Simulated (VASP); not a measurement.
BaS:

```xyz
4
Lattice="5.2744 0.0000 0.0000 -2.6372 4.5677 0.0000 0.0000 0.0000 6.5926" Properties=species:S:1:pos:R:3 pbc="T T T"
Ba    0.0000    3.0452    1.6482
Ba    2.6372    1.5226    4.9445
S     2.6372    1.5226    1.6482
S     0.0000    3.0452    4.9445
```

| Item | Value |
| --- | --- |
| Program | VASP 6.6.1 |
| Task | relaxation of cell and atoms |
| Functional | PBE |
| Potentials or basis | VASP PAW PBE potentials, release 64 (Ba_sv, S) |
| Cutoff | 600 eV |
| k mesh | 6 × 6 × 4 |
| Occupations | fermi-dirac, width 0.02 eV |
| Spin | no spin polarisation |

At the start: pressure 0.8 GPa; volume 39.71 Å³/atom.

Problem. How do energy, volume and symmetry change on relaxing?

Solution. Over 6 steps the energy falls by 15.0 meV/atom and the volume is 40.59 Å³/atom (+2.2 %); space group P6_3/mmc (No. 194, to 0.05 Å).

Step by step:
```
step  energy change (eV)  largest force (eV/Å)  pressure (GPa)  volume (Å³)
   1              0.0000                0.0000            0.76       158.83
   2             -0.0548                0.0000           -0.19       163.10
   3             -0.0571                0.0000           -0.38       164.20
   4             -0.0600                0.0000            0.05       162.15
   5             -0.0601                0.0000           -0.02       162.47
   6             -0.0601                0.0000            0.00       162.35
```

Final structure:
```cif
data_structure
_symmetry_space_group_name_H-M 'P 1'
_symmetry_Int_Tables_number 1
_cell_length_a 5.4061
_cell_length_b 5.4061
_cell_length_c 6.4145
_cell_angle_alpha 90.000
_cell_angle_beta 90.000
_cell_angle_gamma 120.000
_cell_volume 162.35
loop_
_atom_site_label
_atom_site_type_symbol
_atom_site_fract_x
_atom_site_fract_y
_atom_site_fract_z
_atom_site_occupancy
Ba1 Ba 0.33333 0.66667 0.25000 1
Ba2 Ba 0.66667 0.33333 0.75000 1
S1 S 0.66667 0.33333 0.25000 1
S2 S 0.33333 0.66667 0.75000 1
```
